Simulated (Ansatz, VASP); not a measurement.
# Two plane-wave programs on MgS

The input INCAR:

```
SYSTEM = MgS
ALGO = Normal ; EDIFF = 1E-6
ENCUT = 600 ; GGA = PS
GGA_COMPAT = .False. ; ISIF = 2
ISMEAR = 0 ; LASPH = .True.
LCHARG = .True. ; LELF = .True.
LREAL = .False. ; LVHAR = .True.
LWAVE = .False. ; NBANDS = 11
NELM = 120 ; PREC = Accurate
SIGMA = 0.01
```

KPOINTS

```
k-points
0
Gamma
  6 6 6
  0 0 0
```

File POSCAR:

```
MgS
1.0
    0.0000000000      2.8257015369      2.8257015369
    2.8257015369      0.0000000000      2.8257015369
    2.8257015369      2.8257015369      0.0000000000
Mg S
1 1
Direct
    0.0000000000      0.0000000000      0.0000000000
    0.2500000000      0.2500000000      0.2500000000
```

Input for Ansatz:

```yaml
crystal:
  lattice:
    - [0.0, 2.8257015369, 2.8257015369]
    - [2.8257015369, 0.0, 2.8257015369]
    - [2.8257015369, 2.8257015369, 0.0]
  atoms:
    - { symbol: Mg, position: [0.0, 0.0, 0.0] }
    - { symbol: S, position: [0.25, 0.25, 0.25] }
basis:
  ecutwfc: 420
kpoints:
  mp_grid: { grid: [6, 6, 6] }
  band_path:
    path:
      - [0.0, 0.0, 0.0]
      - [0.0, 0.0, 0.0]
      - [0.5, 0.5, 0.0]
      - [0.5, 0.5, 0.5]
      - [0.0053966924, 0.0053966924, 0.0]
      - [-0.0053966924, -0.0053966924, 0.0]
      - [0.0062315636, 0.0062315636, 0.0062315636]
      - [-0.0062315636, -0.0062315636, -0.0062315636]
      - [0.0053966924, 0.0053966924, 0.0]
      - [-0.0053966924, -0.0053966924, 0.0]
      - [0.5053966924, 0.5053966924, 0.0]
      - [0.4946033076, 0.4946033076, 0.0]
      - [0.5, 0.5053966924, 0.0053966924]
      - [0.5, 0.4946033076, -0.0053966924]
      - [0.5062315636, 0.5062315636, 0.5062315636]
      - [0.4937684364, 0.4937684364, 0.4937684364]
      - [0.4961839622, 0.5038160378, 0.5]
      - [0.5038160378, 0.4961839622, 0.5]
    npoints: 1
hamiltonian:
  xc: pbesol
  pseudopotentials: { kind: paw, azcp: { folder: soft_1 } }
scf:
  occupations: { method: fixed }
  n_extra_bands: 5
output:
  forces: true
  stress: true
  eigenvalues: true
```

Alike in both runs: task single point; functional PBEsol; k mesh 6 × 6 × 6; no spin polarisation.

|  | VASP | Ansatz |
| --- | --- | --- |
| version | VASP 6.6.1 | Ansatz 0.2.0 |
| potentials or method | VASP PAW PBE potentials, release 64 (Mg, S), cutoff 600 eV | scalar-relativistic, plane waves, PAW |
| occupations | gaussian, width 0.01 eV | fixed |
| valence electrons in the cell | 8 | 16 |

```tsv
	VASP	Ansatz	Ansatz less VASP
gap on the k mesh at the Fermi level (eV)	3.32	3.32	-0.002
least direct gap on the mesh (eV)	3.32	3.32	-0.002
pressure (GPa)	-0.1	0.0	+0.07
```

VASP's potentials were made for PBE, not for PBEsol, and Ansatz warns of the same on its side. VASP's potentials hold 8 valence electrons a cell and Ansatz's 16, so a difference there can come from the potentials and not from the codes.
